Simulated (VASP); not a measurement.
# Mg (P6_3/mmc) in VASP: relaxation of cell and atoms with LDA

Aim: the relaxation of cell and atoms of Mg with LDA.

Program: VASP 6.6.1. These are calculated values, not measurements. Logs are shortened: lines on timing, memory, paths and dates and some standing lists are left out, and cuts for length are marked.

## Step 1: The cell of the first run

The structure is hexagonal, space group P6_3/mmc (No. 194). The conventional cell has a = 3.209 Å, b = 3.209 Å, c = 5.210 Å, α = 90.00°, β = 90.00°, γ = 120.00°. Mg (site symmetry -6m2) has 12 Mg at 3.20 to 3.21 Å within 4.2 Å.

## Step 2: Relaxation of cell and atoms, LDA

INCAR reads:

```
SYSTEM = Mg
  ALGO = Normal
  EDIFF = 1E-7
  EDIFFG = -0.002
  ENCUT = 840
  GGA = CA
  GGA_COMPAT = .FALSE.
  IBRION = 2
  ISIF = 3
  ISMEAR = 0
  LASPH = .TRUE.
  LCHARG = .FALSE.
  LREAL = .FALSE.
  LWAVE = .FALSE.
  NELM = 120
  NELMIN = 4
  NSW = 100
  PREC = Accurate
  SIGMA = 0.1
```

KPOINTS reads:

```
k-points
0
G
  21 21 12
  0 0 0
```

POSCAR reads:

```
Mg
1.0
    3.2093000000      0.0000000000      0.0000000000
   -1.6046500000      2.7793353300      0.0000000000
    0.0000000000      0.0000000000      5.2103000000
Mg
2
Direct
    0.3333333300      0.6666666700      0.2500000000
    0.6666666700      0.3333333300      0.7500000000
```

Potentials or basis: VASP PAW LDA potentials, release 64 (Mg_sv).

Started as:

```console
$ cat potpaw_LDA.64/Mg_sv/POTCAR > POTCAR
$ mpirun -np 1 vasp_std > vasp.out
```

OUTCAR:

```text
SYSTEM = Mg
   EDIFF = 1E-7
   EDIFFG = -0.002
   ENCUT = 840
   GGA = CA
   IBRION = 2
   ISIF = 3
   ISMEAR = 0
   LASPH = .TRUE.
   LREAL = .FALSE.
   NELM = 120
   NELMIN = 4
   NSW = 100
   PREC = Accurate

 ion  position               nearest neighbor table
   1  0.333  0.667  0.250-
   2  0.667  0.333  0.750-

  LATTYP: Found a hexagonal cell.
 ALAT       =     3.2093000000
 C/A-ratio  =     1.6235004518

  Lattice vectors:

 A1 = (   3.2093000000,   0.0000000000,   0.0000000000)
 A2 = (  -1.6046500000,   2.7793353300,   0.0000000000)
 A3 = (   0.0000000000,   0.0000000000,   5.2103000000)

Analysis of symmetry for initial positions (statically):
=====================================================================
 Subroutine PRICEL returns:
 Original cell was already a primitive cell.

 Routine SETGRP: Setting up the symmetry group for a
 hexagonal supercell.

 Subroutine GETGRP returns: Found 24 space group operations
 (whereof 12 operations were pure point group operations)
 out of a pool of 24 trial point group operations.

The static configuration has the point symmetry D_3d.
 The point group associated with its full space group is D_6h.

Analysis of symmetry for dynamics (positions and initial velocities):
=====================================================================
 Subroutine PRICEL returns:
 Original cell was already a primitive cell.

 Routine SETGRP: Setting up the symmetry group for a
 hexagonal supercell.

 Subroutine GETGRP returns: Found 24 space group operations
 (whereof 12 operations were pure point group operations)
 out of a pool of 24 trial point group operations.

The dynamic configuration has the point symmetry D_3d.
 The point group associated with its full space group is D_6h.

 Subroutine INISYM returns: Found 24 space group operations
 (whereof 12 operations are pure point group operations),
 and found     1 'primitive' translations

----------------------------------------------------------------------------------------

                                     Primitive cell

  volume of cell :      46.4744

  direct lattice vectors                    reciprocal lattice vectors
     3.209300000  0.000000000  0.000000000     0.311594429  0.179899127  0.000000000
    -1.604650000  2.779335330  0.000000000     0.000000000  0.359798254  0.000000000
     0.000000000  0.000000000  5.210300000     0.000000000  0.000000000  0.191927528

  length of vectors
     3.209300000  3.209300001  5.210300000     0.359798255  0.359798254  0.191927528

  position of ions in fractional coordinates (direct lattice)
     0.333333330  0.666666670  0.250000000
     0.666666670  0.333333330  0.750000000

  ion indices of the primitive-cell ions
   primitive index   ion index
                 1           1
                 2           2

----------------------------------------------------------------------------------------

 KPOINTS: k-points

Automatic generation of k-mesh.
 Grid dimensions read from file:
 generate k-points for:   21   21   12

 Generating k-lattice:

  Cartesian coordinates                     Fractional coordinates (reciprocal lattice)
     0.014837830  0.008566625  0.000000000     0.047619048 -0.000000000  0.000000000
     0.000000000  0.017133250  0.000000000     0.000000000  0.047619048  0.000000000
     0.000000000  0.000000000  0.015993961     0.000000000  0.000000000  0.083333333

  Length of vectors
     0.017133250  0.017133250  0.015993961

  Shift w.r.t. Gamma in fractional coordinates (k-lattice)
     0.000000000  0.000000000  0.000000000

 Subroutine IBZKPT returns following result:
 ===========================================

 Found    336 irreducible k-points:

 Following reciprocal coordinates:
            Coordinates               Weight
  0.000000  0.000000  0.000000      1.000000
  0.047619  0.000000  0.000000      6.000000
  0.095238  0.000000  0.000000      6.000000
  0.142857  0.000000  0.000000      6.000000
  0.190476  0.000000  0.000000      6.000000
  0.238095  0.000000  0.000000      6.000000
[... 16 lines left out ...]
  0.142857  0.095238  0.000000     12.000000
  0.190476  0.095238  0.000000     12.000000
 [... further k-points ...]
   k-points           NKPTS =    336   k-points in BZ     NKDIM =    336   number of bands    NBANDS=     14
   number of dos      NEDOS =    301   number of ions     NIONS =      2
   total plane-waves  NPLWV =  45000
   dimension x,y,z NGX =    30 NGY =   30 NGZ =   50
   dimension x,y,z NGXF=    60 NGYF=   60 NGZF=  100
   ions per type =               2
   NGX,Y,Z   is equivalent  to a cutoff of  15.54, 15.54, 15.95 a.u.
   NGXF,Y,Z  is equivalent  to a cutoff of  31.08, 31.08, 31.91 a.u.
 SYSTEM =  Mg
   PREC   = accura    normal or accurate (medium, high low for compatibility)
   ISTART =      0    job   : 0-new  1-cont  2-samecut
   ICHARG =      2    charge: 1-file 2-atom 10-const
   ISPIN  =      1    spin polarized calculation?
   LNONCOLLINEAR =      F non collinear calculations
   LSORBIT =      F    spin-orbit coupling
   LASPH  =      T    aspherical Exc in radial PAW
   ENCUT  =  840.0 eV  61.74 Ry    7.86 a.u.   7.58  7.58 12.31*2*pi/ulx,y,z
   NELM   =    120;   NELMIN=  4; NELMDL= -5     # of ELM steps
   EDIFF  = 0.1E-06   stopping-criterion for ELM
   LREAL  =      F    real-space projection
   EDIFFG = -.2E-02   stopping-criterion for IOM
   NSW    =    100    number of steps for IOM
   IBRION =      2    ionic relax: 0-MD 1-quasi-New 2-CG
   NFREE  =      1    steps in history (QN), initial steepest desc. (CG)
   ISIF   =      3    stress and relaxation
   ISYM   =      2    0-nonsym 1-usesym 2-fastsym
   POTIM  = 0.5000    time-step for ionic-motion
   TEBEG  =    0.0;   TEEND  =   0.0 temperature during run
   PSTRESS=    0.0 pullay stress
   NELECT =      20.0000    total number of electrons
   NUPDOWN=      -1.0000    fix difference up-down
   EMIN   =  10.00;   EMAX   =-10.00  energy-range for DOS
   EFERMI =   0.00;   METHOD = LEGACY
   ISMEAR =     0;   SIGMA  =   0.10  broadening in eV -4-tet -1-fermi 0-gaus
   EFERMI_NEDOS =   21; number of points for ismear=-14 and -15
   IALGO  =     38    algorithm
   IMIX   =      4    mixing-type and parameters
     AMIX     =   0.40;   BMIX     =  1.00
     AMIX_MAG =   1.60;   BMIX_MAG =  1.00
  volume/ion in A,a.u.               =      23.24       156.81
  Fermi-wavevector in a.u.,A,eV,Ry     =   1.235986  2.335675 20.785090  1.527661
  Thomas-Fermi vector in A             =   2.370613
   LORBIT       =      0    0 simple, 1 ext, 2 COOP (PROOUT), +10 PAW based schemes
   GGA     = CA    functional components
   LHFCALC =     F    Hartree Fock is set to
   AEXX    =    0.0000 exact exchange contribution
   IVDW    =     0    specifies the selected vdW correction
   LEPSILON=     F    determine dielectric tensor
   LRPA    =     F    only Hartree local field effects (RPA)
 conjugate gradient relaxation of ions
 non-spin polarized calculation
 Gauss-broadening in eV      SIGMA  =   0.10
  energy-cutoff  :      840.00
  volume of cell :       46.47
 maximum number of plane-waves:      2610
   NGX = 15   NGY = 15   NGZ = 25

--------------------------------------- Ionic step        1  -------------------------------------------

 number of electron      19.9999989 magnetization

 Free energy of the ion-electron system (eV)
  ---------------------------------------------------
  ext. energy  EPLUGINS =         0.00000000
  ---------------------------------------------------
  free energy    TOTEN  =        -3.51906604 eV

  energy without entropy =       -3.51472403  energy(sigma->0) =       -3.51689504

------------------------ aborting loop because EDIFF is reached ----------------------------------------

  FORCE on cell =-STRESS in cart. coord.  units (eV):
  Direction    XX          YY          ZZ          XY          YZ          ZX
  --------------------------------------------------------------------------------------
  -------------------------------------------------------------------------------------
  Total       -0.8159015     -0.8159015     -0.8007811      0.0000000     -0.0000000      0.0000000
  in kB      -28.1277068    -28.1277069    -27.6064388      0.0000000     -0.0000000      0.0000000
  external PRESSURE =     -27.9539508 kB  Pullay stress =       0.0000000 kB

 VOLUME and BASIS-vectors are now :
 -----------------------------------------------------------------------------
  energy-cutoff  :      840.00
  volume of cell :       46.47
      direct lattice vectors                 reciprocal lattice vectors
     3.209300000  0.000000000  0.000000000     0.311594429  0.179899127  0.000000000
    -1.604650000  2.779335330  0.000000000     0.000000000  0.359798254  0.000000000
     0.000000000  0.000000000  5.210300000     0.000000000  0.000000000  0.191927528
[... 253 lines left out ...]
 POSITION                                       TOTAL-FORCE (eV/Angst)
 -----------------------------------------------------------------------------------
     -0.00000      1.80731      1.27078        -0.000000     -0.000000     -0.000000
      1.56517      0.90365      3.81234         0.000000      0.000000      0.000000
 -----------------------------------------------------------------------------------
    total drift:                               -0.000012      0.000007      0.000000

  FREE ENERGIE OF THE ION-ELECTRON SYSTEM (eV)
  ---------------------------------------------------
  free  energy   TOTEN  =        -3.5499244915 eV

  energy  without entropy=       -3.5460832411  energy(sigma->0) =       -3.54800387

--------------------------------------- Ionic step        9  -------------------------------------------

 number of electron      20.0000016 magnetization

 Free energy of the ion-electron system (eV)
  ---------------------------------------------------
  ext. energy  EPLUGINS =         0.00000000
  ---------------------------------------------------
  free energy    TOTEN  =        -3.54992660 eV

  energy without entropy =       -3.54608703  energy(sigma->0) =       -3.54800681

 E-fermi :   2.5356     XC(G=0):  -9.1770

 val. band max:        2.5338880125   @ k =   0.3333   0.2857   0.4167
 cond. band min:       2.5460780542   @ k =   0.3333   0.1429   0.0000
 fundamental gap:      0.0121900417
 Fermi energy:         2.5356483885

 k-point     1 :       0.0000    0.0000    0.0000
  band No.  band energies     occupation
      1     -72.5804      2.00000
      2     -72.5760      2.00000
      3     -40.0911      2.00000
      4     -40.0533      2.00000
      5     -40.0533      2.00000
      6     -40.0484      2.00000
      7     -40.0469      2.00000
      8     -40.0469      2.00000
      9      -4.6476      2.00000
     10       0.7939      2.00000
     11       1.2663      2.00000
     12      13.7979      0.00000
     13      13.7979      0.00000
     14      13.9742      0.00000

 k-point     2 :       0.0476    0.0000    0.0000
  band No.  band energies     occupation
      1     -72.5804      2.00000
      2     -72.5759      2.00000
      3     -40.0908      2.00000
      4     -40.0540      2.00000
      5     -40.0535      2.00000
      6     -40.0486      2.00000
      7     -40.0477      2.00000
      8     -40.0471      2.00000
      9      -4.6010      2.00000
     10       0.8358      2.00000
[... 362 lines left out ...]
 k-point    24 :       0.1905    0.0952    0.0000
  band No.  band energies     occupation
      1     -72.5785      2.00000
      2     -72.5751      2.00000
      3     -40.0835      2.00000
      4     -40.0678      2.00000
      5     -40.0641      2.00000
      6     -40.0574      2.00000
      7     -40.0520      2.00000
      8     -40.0508      2.00000
      9      -3.3519      2.00000
     10       1.9694      2.00000
     11       2.4869      1.50943
     12       6.9195      0.00000
     13       8.6664      0.00000
     14      11.7430      0.00000

 [... further k-points ...]

------------------------ aborting loop because EDIFF is reached ----------------------------------------

  FORCE on cell =-STRESS in cart. coord.  units (eV):
  Direction    XX          YY          ZZ          XY          YZ          ZX
  --------------------------------------------------------------------------------------
  -------------------------------------------------------------------------------------
  Total       -0.0030594     -0.0030594     -0.0022286      0.0000000     -0.0000000      0.0000000
  in kB       -0.1136575     -0.1136575     -0.0827943      0.0000000     -0.0000000      0.0000000
  external PRESSURE =      -0.1033697 kB  Pullay stress =       0.0000000 kB

 VOLUME and BASIS-vectors are now :
 -----------------------------------------------------------------------------
  energy-cutoff  :      840.00
  volume of cell :       43.13
      direct lattice vectors                 reciprocal lattice vectors
     3.130097432  0.000000000 -0.000000000     0.319478873  0.184451213 -0.000000000
    -1.565048716  2.710743894  0.000000000    -0.000000000  0.368902426 -0.000000000
    -0.000000000  0.000000000  5.082790298     0.000000000 -0.000000000  0.196742329

 POSITION                                       TOTAL-FORCE (eV/Angst)
 -----------------------------------------------------------------------------------
     -0.00000      1.80716      1.27070        -0.000000     -0.000000     -0.000000
      1.56505      0.90358      3.81209         0.000000      0.000000      0.000000
 -----------------------------------------------------------------------------------
    total drift:                               -0.000012      0.000007      0.000000

  FREE ENERGIE OF THE ION-ELECTRON SYSTEM (eV)
  ---------------------------------------------------
  free  energy   TOTEN  =        -3.5499265965 eV

  energy  without entropy=       -3.5460870273  energy(sigma->0) =       -3.54800681

 reached required accuracy - stopping structural energy minimisation
```

Wall time 16 min (1 thread of Intel Xeon Platinum 8488C (Sapphire Rapids), shared host); peak memory 0.47 GiB.

Results:

```yaml
Free_energy: -3.5499 eV
Relaxed_volume: 21.56 Å³/atom
Relaxed_cell: a = 3.130 Å, b = 3.130 Å, c = 5.083 Å, α = 90.00°, β = 90.00°, γ = 120.00°
Space_group_after_relaxing_to_0.1_Å: P6_3/mmc (No. 194)
Energy_gained_by_relaxing: 15.4 meV/atom
Ionic_steps: 9
Pressure_after_relaxing: 0.0 GPa
Band_gap_on_the_k_mesh: zero (bands 10 and 11 overlap by 2.42 eV)
```

The path:
| step | energy change (eV) | largest force (eV/Å) | pressure (GPa) | volume (Å³) |
| --- | --- | --- | --- | --- |
| 1 | 0.0000 | 0.0000 | -2.80 | 46.47 |
| 2 | -0.0294 | 0.0000 | -0.67 | 43.80 |
| 3 | -0.0309 | 0.0000 | 0.01 | 43.08 |
| 4 | -0.0309 | 0.0000 | -0.06 | 43.15 |
| 5 | -0.0309 | 0.0000 | -0.04 | 43.15 |
| 6 | -0.0309 | 0.0000 | -0.03 | 43.14 |
| 7 | -0.0309 | 0.0000 | -0.04 | 43.14 |
| 8 | -0.0309 | 0.0000 | -0.03 | 43.14 |
| 9 | -0.0309 | 0.0000 | -0.01 | 43.13 |

Final structure:
```cif
data_structure
_symmetry_space_group_name_H-M 'P 1'
_symmetry_Int_Tables_number 1
_cell_length_a 3.1301
_cell_length_b 3.1301
_cell_length_c 5.0828
_cell_angle_alpha 90.000
_cell_angle_beta 90.000
_cell_angle_gamma 120.000
_cell_volume 43.13
loop_
_atom_site_label
_atom_site_type_symbol
_atom_site_fract_x
_atom_site_fract_y
_atom_site_fract_z
_atom_site_occupancy
Mg1 Mg 0.33333 0.66667 0.25000 1
Mg2 Mg 0.66667 0.33333 0.75000 1
```

LDA usually gives volumes a few per cent too small. Zero-point motion and thermal expansion aren't in these numbers.
